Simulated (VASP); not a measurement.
A run of VASP 6.6.1 is set up as follows.

INCAR

```
SYSTEM = ZrO2
PREC = Accurate ; ENCUT = 600
EDIFF = 1E-6 ; ISMEAR = 0
SIGMA = 0.01 ; LREAL = .False.
LASPH = .True. ; NELM = 120
ALGO = Normal ; ISIF = 2
LWAVE = .False. ; LCHARG = .False.
GGA = PE ; NBANDS = 19
GGA_COMPAT = .False.
```

File KPOINTS:

```
Automatic mesh
0
Gamma
  6 6 6
  0 0 0
```

The input POSCAR:

```
ZrO2
1.0
    0.0000000000      2.6008734149      2.6008734149
    2.6008734149      0.0000000000      2.6008734149
    2.6008734149      2.6008734149      0.0000000000
Zr O
1 2
Direct
    0.0000000000      0.0000000000      0.0000000000
    0.2500000000      0.2500000000      0.2500000000
    0.7500000000      0.7500000000      0.7500000000
```

Potentials or basis: VASP PAW PBE potentials, release 64 (Zr_sv, O).

Command:

```sh
$ cat potpaw_PBE.64/Zr_sv/POTCAR potpaw_PBE.64/O/POTCAR > POTCAR
$ mpirun -np 1 vasp_std > vasp.out
```

Task: Predict the pressure.

Result: -10.5 GPa.

Task: Estimate the band gap on the k mesh.

Result: 3.17 eV, indirect (least direct gap 3.56 eV).

A k mesh can miss the band edges.
